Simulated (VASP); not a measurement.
Wanted: the native input for a VASP 6.6.1 run.

```yaml
Task: single point
Functional: PBE
Potentials_or_basis: VASP PAW PBE potentials, release 64 (Zn, Ge_d)
Cutoff: 500 eV
k_mesh: 4 × 4 × 4
Occupations: fermi-dirac, width 0.05 eV
Spin: no spin polarisation
Dipole_correction: no
Further_INCAR_settings: ALGO = Normal; EDIFF = 1e-06; NBANDS = 35
```

The structure of ZnGe3 lies in POSCAR:

```
ZnGe3
1.0
    4.1665818381      0.0000000000      0.0000000000
    0.0000000000      4.1665818381      0.0000000000
    0.0000000000      0.0000000000      4.1665818381
Zn Ge
1 3
Direct
    0.0000000000      0.0000000000      0.0000000000
    0.0000000000      0.5000000000      0.5000000000
    0.5000000000      0.0000000000      0.5000000000
    0.5000000000      0.5000000000      0.0000000000
```

These files were run (other wordings do the same):

INCAR

```
SYSTEM = ZnGe3
PREC     = Accurate       ! precision mode
ENCUT    = 500            ! plane-wave cutoff, eV
EDIFF    = 1E-6           ! SCF threshold, eV
ISMEAR   = -1             ! smearing method
SIGMA    = 0.05           ! smearing width, eV
LREAL    = .False.        ! projectors in reciprocal space
LASPH    = .True.         ! aspherical terms in the spheres
NELM     = 120            ! most SCF steps
ALGO     = Normal         ! electronic algorithm
ISIF     = 2              ! what is computed and relaxed
LWAVE    = .False.        ! write WAVECAR
LCHARG   = .False.        ! write CHGCAR
GGA      = PE             ! functional
NBANDS   = 35             ! bands
GGA_COMPAT= .False.
```

KPOINTS

```
Automatic mesh
0
Gamma
  4 4 4
  0 0 0
```

Potentials or basis: VASP PAW PBE potentials, release 64 (Zn, Ge_d).

The run is started by

```console
$ cat potpaw_PBE.64/Zn/POTCAR potpaw_PBE.64/Ge_d/POTCAR > POTCAR
$ mpirun -np 1 vasp_std > vasp.out
```

It gave:

```yaml
Pressure: 1.0 GPa
Band_gap_on_the_k_mesh: zero (bands 27 and 28 overlap by 4.40 eV)
```

Caveat: the k points lie up to 0.38 Å⁻¹ apart, too coarse for converged energies and pressures of a metal.

Run time: 47 s on 1 thread of Intel Xeon 8259CL, with other jobs on the host, peak memory 0.17 GiB.
